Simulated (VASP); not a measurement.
# Sn in VASP: further runs

Runs on Sn. Level: PBEsol. Tasks: relaxation of shape and atoms at fixed volume.

Program: VASP 6.6.1. These are calculated values, not measurements. Logs are shortened: lines on timing, memory, paths and dates and some standing lists are left out, and cuts for length are marked.

**1. The cell of the first run**

The typed cell holds 1 atom: a = 3.313 Å, b = 3.313 Å, c = 3.313 Å, α = 115.45°, β = 115.44°, γ = 98.09°.

**2. Relaxation of shape and atoms at fixed volume, PBEsol (volume scaled by 1.03)**

File INCAR:

```
PREC = Accurate ; ENCUT = 600
EDIFF = 1E-6 ; ISMEAR = 0
SIGMA = 0.1 ; LREAL = False
LASPH = True ; NELM = 80
ALGO = Fast ; ISIF = 4
LWAVE = False ; LCHARG = False
GGA = PS ; IBRION = 2
NSW = 50 ; EDIFFG = -0.01
```

File KPOINTS:

```
Automatic mesh
0
Gamma
  16 16 16
```

File POSCAR:

```
Sn
1.0
   -1.7693161431      1.7695103831      2.1716450791
    1.7693161431     -1.7695103831      2.1716450791
    1.7693161431      1.7695103831     -2.1716450791
Sn
1
Direct
    0.0000000000      0.0000000000      0.0000000000
```

Potentials or basis: VASP PAW PBE potentials, release 64 (Sn_d).

Command:

```console
cat potpaw_PBE.64/Sn_d/POTCAR > POTCAR
mpirun -np 1 vasp_std > vasp.out
```

OUTCAR:

```text
PREC = Accurate
   ENCUT = 600
   EDIFF = 1E-6
   ISMEAR = 0
   LREAL = False
   LASPH = True
   NELM = 80
   ISIF = 4
   GGA = PS
   IBRION = 2
   NSW = 50
   EDIFFG = -0.01

 ion  position               nearest neighbor table
   1  0.000  0.000  0.000-

  LATTYP: Found a body centered orthorhombic cell.
 ALAT       =     3.5386322862
 B/A-ratio  =     1.0001097825
 C/A-ratio  =     1.2273923389

  Lattice vectors:

 A1 = (  -1.7693161431,   1.7695103831,   2.1716450791)
 A2 = (   1.7693161431,  -1.7695103831,   2.1716450791)
 A3 = (   1.7693161431,   1.7695103831,  -2.1716450791)

Analysis of symmetry for initial positions (statically):
=====================================================================
 Subroutine PRICEL returns:
 Original cell was already a primitive cell.

 Routine SETGRP: Setting up the symmetry group for a
 body centered orthorhombic supercell.

 Subroutine GETGRP returns: Found  8 space group operations
 (whereof  8 operations were pure point group operations)
 out of a pool of  8 trial point group operations.

The static configuration has the point symmetry D_2h.

Analysis of symmetry for dynamics (positions and initial velocities):
=====================================================================
 Subroutine PRICEL returns:
 Original cell was already a primitive cell.

 Routine SETGRP: Setting up the symmetry group for a
 body centered orthorhombic supercell.

 Subroutine GETGRP returns: Found  8 space group operations
 (whereof  8 operations were pure point group operations)
 out of a pool of  8 trial point group operations.

The dynamic configuration has the point symmetry D_2h.

 Subroutine INISYM returns: Found  8 space group operations
 (whereof  8 operations are pure point group operations),
 and found     1 'primitive' translations

----------------------------------------------------------------------------------------

                                     Primitive cell

  volume of cell :      27.1961

  direct lattice vectors                    reciprocal lattice vectors
    -1.769316143  1.769510383  2.171645079     0.000000000  0.282564038  0.230240201
     1.769316143 -1.769510383  2.171645079     0.282595059  0.000000000  0.230240201
     1.769316143  1.769510383 -2.171645079     0.282595059  0.282564038  0.000000000

  length of vectors
     3.313259567  3.313259567  3.313259567     0.364490036  0.364514084  0.399627831

  position of ions in fractional coordinates (direct lattice)
     0.000000000  0.000000000  0.000000000

  ion indices of the primitive-cell ions
   primitive index   ion index
                 1           1

----------------------------------------------------------------------------------------

 KPOINTS: Automatic mesh

Automatic generation of k-mesh.
 Grid dimensions read from file:
 generate k-points for:   16   16   16

 Generating k-lattice:

  Cartesian coordinates                     Fractional coordinates (reciprocal lattice)
     0.000000000  0.017660252  0.014390013     0.062500000  0.000000000  0.000000000
     0.017662191  0.000000000  0.014390013     0.000000000  0.062500000  0.000000000
     0.017662191  0.017660252  0.000000000     0.000000000  0.000000000  0.062500000

  Length of vectors
     0.022780627  0.022782130  0.024976739

  Shift w.r.t. Gamma in fractional coordinates (k-lattice)
     0.000000000  0.000000000  0.000000000

 Subroutine IBZKPT returns following result:
 ===========================================

 Found    621 irreducible k-points:

 Following reciprocal coordinates:
            Coordinates               Weight
  0.000000  0.000000  0.000000      1.000000
  0.062500  0.000000 -0.000000      4.000000
  0.125000  0.000000 -0.000000      4.000000
  0.187500  0.000000 -0.000000      4.000000
  0.250000  0.000000 -0.000000      4.000000
  0.312500  0.000000 -0.000000      4.000000
[... 16 lines left out ...]
 -0.187500  0.062500  0.000000      8.000000
 -0.125000  0.062500  0.000000      8.000000
 [... further k-points ...]
   k-points           NKPTS =    621   k-points in BZ     NKDIM =    621   number of bands    NBANDS=     11
   number of dos      NEDOS =    301   number of ions     NIONS =      1
   total plane-waves  NPLWV =  21952
   dimension x,y,z NGX =    28 NGY =   28 NGZ =   28
   dimension x,y,z NGXF=    56 NGYF=   56 NGZF=   56
   ions per type =               1
   NGX,Y,Z   is equivalent  to a cutoff of  14.05, 14.05, 14.05 a.u.
   NGXF,Y,Z  is equivalent  to a cutoff of  28.10, 28.10, 28.10 a.u.
 SYSTEM =  unknown system
   PREC   = accura    normal or accurate (medium, high low for compatibility)
   ISTART =      0    job   : 0-new  1-cont  2-samecut
   ICHARG =      2    charge: 1-file 2-atom 10-const
   ISPIN  =      1    spin polarized calculation?
   LNONCOLLINEAR =      F non collinear calculations
   LSORBIT =      F    spin-orbit coupling
   LASPH  =      T    aspherical Exc in radial PAW
   ENCUT  =  600.0 eV  44.10 Ry    6.64 a.u.   6.62  6.62  6.62*2*pi/ulx,y,z
   NELM   =     80;   NELMIN=  2; NELMDL= -5     # of ELM steps
   EDIFF  = 0.1E-05   stopping-criterion for ELM
   LREAL  =      F    real-space projection
   EDIFFG = -.1E-01   stopping-criterion for IOM
   NSW    =     50    number of steps for IOM
   IBRION =      2    ionic relax: 0-MD 1-quasi-New 2-CG
   NFREE  =      1    steps in history (QN), initial steepest desc. (CG)
   ISIF   =      4    stress and relaxation
   ISYM   =      2    0-nonsym 1-usesym 2-fastsym
   POTIM  = 0.5000    time-step for ionic-motion
   TEBEG  =    0.0;   TEEND  =   0.0 temperature during run
   PSTRESS=    0.0 pullay stress
   NELECT =      14.0000    total number of electrons
   NUPDOWN=      -1.0000    fix difference up-down
   EMIN   =  10.00;   EMAX   =-10.00  energy-range for DOS
   EFERMI =   0.00;   METHOD = LEGACY
   ISMEAR =     0;   SIGMA  =   0.10  broadening in eV -4-tet -1-fermi 0-gaus
   EFERMI_NEDOS =   21; number of points for ismear=-14 and -15
   IALGO  =     68    algorithm
   IMIX   =      4    mixing-type and parameters
     AMIX     =   0.40;   BMIX     =  1.00
     AMIX_MAG =   1.60;   BMIX_MAG =  1.00
  volume/ion in A,a.u.               =      27.20       183.53
  Fermi-wavevector in a.u.,A,eV,Ry     =   1.312044  2.479404 23.421876  1.721459
  Thomas-Fermi vector in A             =   2.442464
   LORBIT       =      0    0 simple, 1 ext, 2 COOP (PROOUT), +10 PAW based schemes
   GGA     = PS    functional components
   LHFCALC =     F    Hartree Fock is set to
   AEXX    =    0.0000 exact exchange contribution
   IVDW    =     0    specifies the selected vdW correction
   LEPSILON=     F    determine dielectric tensor
   LRPA    =     F    only Hartree local field effects (RPA)
 conjugate gradient relaxation of ions
 non-spin polarized calculation
 RMM-DIIS sequential band-by-band and
 Gauss-broadening in eV      SIGMA  =   0.10
  energy-cutoff  :      600.00
  volume of cell :       27.20
 maximum number of plane-waves:       923
   NGX = 13   NGY = 13   NGZ = 13

--------------------------------------- Ionic step        1  -------------------------------------------

 number of electron      14.0000006 magnetization

 Free energy of the ion-electron system (eV)
  ---------------------------------------------------
  ext. energy  EPLUGINS =         0.00000000
  ---------------------------------------------------
  free energy    TOTEN  =        -4.23514828 eV

  energy without entropy =       -4.23276586  energy(sigma->0) =       -4.23395707

------------------------ aborting loop because EDIFF is reached ----------------------------------------

  FORCE on cell =-STRESS in cart. coord.  units (eV):
  Direction    XX          YY          ZZ          XY          YZ          ZX
  --------------------------------------------------------------------------------------
  -------------------------------------------------------------------------------------
  Total       -0.2512357     -0.2520989     -0.2335288      0.0000000      0.0000000      0.0000000
  in kB      -14.8007786    -14.8516284    -13.7576306      0.0000000      0.0000000      0.0000000
  external PRESSURE =     -14.4700125 kB  Pullay stress =       0.0000000 kB

 VOLUME and BASIS-vectors are now :
 -----------------------------------------------------------------------------
  energy-cutoff  :      600.00
  volume of cell :       27.20
      direct lattice vectors                 reciprocal lattice vectors
    -1.769316143  1.769510383  2.171645079     0.000000000  0.282564038  0.230240201
     1.769316143 -1.769510383  2.171645079     0.282595059  0.000000000  0.230240201
     1.769316143  1.769510383 -2.171645079     0.282595059  0.282564038  0.000000000
[... 36 lines left out ...]
 POSITION                                       TOTAL-FORCE (eV/Angst)
 -----------------------------------------------------------------------------------
      1.76884      1.76896      2.17291        -0.000000      0.000000      0.000000
 -----------------------------------------------------------------------------------
    total drift:                                0.000000      0.000000      0.000000

  FREE ENERGIE OF THE ION-ELECTRON SYSTEM (eV)
  ---------------------------------------------------
  free  energy   TOTEN  =        -4.2351575909 eV

  energy  without entropy=       -4.2327593613  energy(sigma->0) =       -4.23395848

--------------------------------------- Ionic step        3  -------------------------------------------

 number of electron      14.0000006 magnetization

 Free energy of the ion-electron system (eV)
  ---------------------------------------------------
  ext. energy  EPLUGINS =         0.00000000
  ---------------------------------------------------
  free energy    TOTEN  =        -4.23517617 eV

  energy without entropy =       -4.23272600  energy(sigma->0) =       -4.23395108

 E-fermi :   7.9241     XC(G=0): -10.4997

 val. band max:        7.9129383957   @ k =  -0.4375   0.1875   0.1250
 cond. band min:       7.9350513509   @ k =  -0.4375   0.5000   0.1250
 fundamental gap:      0.0221129552
 Fermi energy:         7.9241096823

 k-point     1 :       0.0000    0.0000    0.0000
  band No.  band energies     occupation
      1     -13.5062      2.00000
      2     -13.5062      2.00000
      3     -13.4532      2.00000
      4     -13.4292      2.00000
      5     -13.3652      2.00000
      6      -3.1755      2.00000
      7      15.5200      0.00000
      8      15.7899      0.00000
      9      15.7909      0.00000
     10      18.8111      0.00000
     11      19.8211      0.00000

 k-point     2 :       0.0625    0.0000   -0.0000
  band No.  band energies     occupation
      1     -13.5037      2.00000
      2     -13.5026      2.00000
      3     -13.4516      2.00000
      4     -13.4289      2.00000
      5     -13.3665      2.00000
      6      -3.0944      2.00000
      7      14.7794      0.00000
      8      15.5665      0.00000
      9      15.5728      0.00000
     10      18.3346      0.00000
     11      20.0606      0.00000
[... 295 lines left out ...]
 k-point    24 :      -0.1250    0.0625    0.0000
  band No.  band energies     occupation
      1     -13.5087      2.00000
      2     -13.4887      2.00000
      3     -13.4503      2.00000
      4     -13.4231      2.00000
      5     -13.3673      2.00000
      6      -2.8985      2.00000
      7      13.7080      0.00000
      8      14.8500      0.00000
      9      15.2227      0.00000
     10      17.8657      0.00000
     11      19.3635      0.00000

 [... further k-points ...]

------------------------ aborting loop because EDIFF is reached ----------------------------------------

  FORCE on cell =-STRESS in cart. coord.  units (eV):
  Direction    XX          YY          ZZ          XY          YZ          ZX
  --------------------------------------------------------------------------------------
  -------------------------------------------------------------------------------------
  Total       -0.2588916     -0.2584776     -0.2505694     -0.0000000      0.0000000      0.0000000
  in kB      -15.2518013    -15.2274136    -14.7615251     -0.0000000      0.0000000      0.0000000
  external PRESSURE =     -15.0802467 kB  Pullay stress =       0.0000000 kB

 VOLUME and BASIS-vectors are now :
 -----------------------------------------------------------------------------
  energy-cutoff  :      600.00
  volume of cell :       27.20
      direct lattice vectors                 reciprocal lattice vectors
    -1.767401585  1.767300881  2.176715498     0.000000000  0.282917304  0.229703882
     1.767401585 -1.767300881  2.176715498     0.282901183  0.000000000  0.229703882
     1.767401585  1.767300881 -2.176715498     0.282901183  0.282917304  0.000000000

 POSITION                                       TOTAL-FORCE (eV/Angst)
 -----------------------------------------------------------------------------------
      0.00000      0.00000      0.00000        -0.000000      0.000000     -0.000000
 -----------------------------------------------------------------------------------
    total drift:                                0.000000      0.000000      0.000000

  FREE ENERGIE OF THE ION-ELECTRON SYSTEM (eV)
  ---------------------------------------------------
  free  energy   TOTEN  =        -4.2351761677 eV

  energy  without entropy=       -4.2327260015  energy(sigma->0) =       -4.23395108

 reached required accuracy - stopping structural energy minimisation
```

Wall time 9.1 min (1 thread of Oxide Virtual Turin-like, shared host); peak memory 0.31 GiB.

What came out:

| Item | Value |
| --- | --- |
| Free energy | -4.2352 eV |
| Energy gained by relaxing | 0.0 meV/atom |
| Ionic steps | 3 |
| Pressure after relaxing | -1.5 GPa |
| Band gap on the k mesh | zero (band 7 reaches 15.52 eV, above the bottom of band 8 at 5.70 eV) |

Final structure:
```
Sn
1.0
    -1.76740    1.76730    2.17672
     1.76740   -1.76730    2.17672
     1.76740    1.76730   -2.17672
Sn
1
Direct
  0.00000 0.00000 0.00000
```

Levels at points of the mesh, in eV from the Fermi level:
| k point | band 4 | band 5 | band 6 | band 7 | band 8 | band 9 | band 10 | band 11 |
| --- | --- | --- | --- | --- | --- | --- | --- | --- |
| (0.00, 0.00, 0.00) | -21.35 | -21.29 | -11.10 | 7.60 | 7.87 | 7.87 | 10.89 | 11.90 |
| (0.50, 0.00, 0.00) | -21.27 | -21.23 | -6.72 | -4.57 | 4.74 | 6.33 | 9.25 | 9.60 |
| (0.00, 0.50, 0.00) | -21.27 | -21.23 | -6.72 | -4.57 | 4.74 | 6.33 | 9.25 | 9.60 |
| (0.50, 0.50, 0.00) | -21.26 | -21.21 | -5.51 | -3.97 | 2.40 | 3.27 | 6.23 | 6.50 |
| (0.50, 0.50, 0.50) | -21.22 | -21.22 | -3.55 | -2.62 | 0.97 | 0.97 | 4.24 | 4.94 |

Caveat: the PAW data sets were made with another functional, which shifts forces and pressure a little; spin-orbit coupling is left out, which moves the levels of the heavy elements.

**3. Relaxation of shape and atoms at fixed volume, PBEsol (volume scaled by 1.06)**

File INCAR:

```
PREC = Accurate
ENCUT = 600
EDIFF = 1E-6
ISMEAR = 0
SIGMA = 0.1
LREAL = F
LASPH = T
NELM = 60
ALGO = Fast
ISIF = 4
LWAVE = F
LCHARG = F
GGA = PS
IBRION = 2
NSW = 50
EDIFFG = -0.01
```

File KPOINTS:

```
regular mesh
0
Gamma
  16 16 16
```

File POSCAR:

```
Sn
1.0
   -1.7863298420      1.7865259498      2.1925275628
    1.7863298420     -1.7865259498      2.1925275628
    1.7863298420      1.7865259498     -2.1925275628
Sn
1
Direct
    0.0000000000      0.0000000000      0.0000000000
```

Potentials or basis: VASP PAW PBE potentials, release 64 (Sn_d).

Command:

```console
cat potpaw_PBE.64/Sn_d/POTCAR > POTCAR
mpirun -np 1 vasp_std > vasp.out
```

Run time: 10 min. Hardware: 1 thread of Oxide Virtual Turin-like, shared host; peak memory 0.31 GiB.

Results (log left out):

```
Free energy               : -4.2245 eV
Energy gained by relaxing : 0.1 meV/atom
Ionic steps               : 3
Pressure after relaxing   : -2.8 GPa
Band gap on the k mesh    : zero (band 7 reaches 14.95 eV, above the bottom of band 8 at 5.44 eV)
```

Final structure:
```yaml
crystal:
  lattice:
    - [-1.78250, 1.78236, 2.20237]
    - [1.78250, -1.78236, 2.20237]
    - [1.78250, 1.78236, -2.20237]
  atoms:
    - { symbol: Sn, position: [0.00000, 0.00000, 0.00000] }
```

Levels at points of the mesh, in eV from the Fermi level:
```csv
k point,band 4,band 5,band 6,band 7,band 8,band 9,band 10,band 11
"(0.00, 0.00, 0.00)",-21.35,-21.29,-10.90,7.36,7.61,7.61,10.83,11.70
"(0.50, 0.00, 0.00)",-21.28,-21.24,-6.68,-4.43,4.63,6.17,9.07,9.49
"(0.00, 0.50, 0.00)",-21.28,-21.24,-6.68,-4.43,4.63,6.17,9.07,9.49
"(0.50, 0.50, 0.00)",-21.27,-21.22,-5.51,-3.83,2.33,3.18,6.09,6.41
"(0.50, 0.50, 0.50)",-21.23,-21.23,-3.68,-2.56,0.98,0.98,4.22,4.93
```

Caveat: the PAW data sets were made with another functional, which shifts forces and pressure a little; spin-orbit coupling is left out, which moves the levels of the heavy elements.
